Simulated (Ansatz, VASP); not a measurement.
**Two plane-wave programs on ZrC**

```
Zr C
1.0
     1.66592    0.96182    5.42947
    -1.66592    0.96182    5.42947
     0.00000   -1.92364    5.42947
Zr C
2 2
Direct
  0.25003 0.25003 0.25003
  0.74997 0.74997 0.74997
  0.50000 0.50000 0.50000
  0.00000 0.00000 0.00000
```

Alike in both runs: functional PBE; k mesh 6 × 6 × 6; occupations gaussian, width 0.1 eV; no spin polarisation.

Ansatz relaxed the structure, and its values are those at the end. VASP's run is a single point on that final structure, the one shown.

|  | VASP | Ansatz |
| --- | --- | --- |
| version | VASP 6.6.1 | Ansatz 0.2.0 |
| potentials or method | VASP PAW PBE potentials, release 64 (Zr_sv, C), cutoff 520 eV | scalar-relativistic, plane waves, PAW |
| valence electrons in the cell | 32 | 32 |

|  | VASP | Ansatz | Ansatz less VASP |
| --- | --- | --- | --- |
| gap on the k mesh at the Fermi level (eV) | none | none | - |
| pressure (GPa) | 0.4 | 0.1 | -0.25 |
| rms of the force components (eV/Å) | 0.007 | 0.007 | 0.0000 |

A gap of «none» marks a metal or a gap that the smearing closes. With one functional, cell and mesh, what is left measures potentials, basis and numerics.

The k mesh is coarse, so the values compare programs but aren't converged.
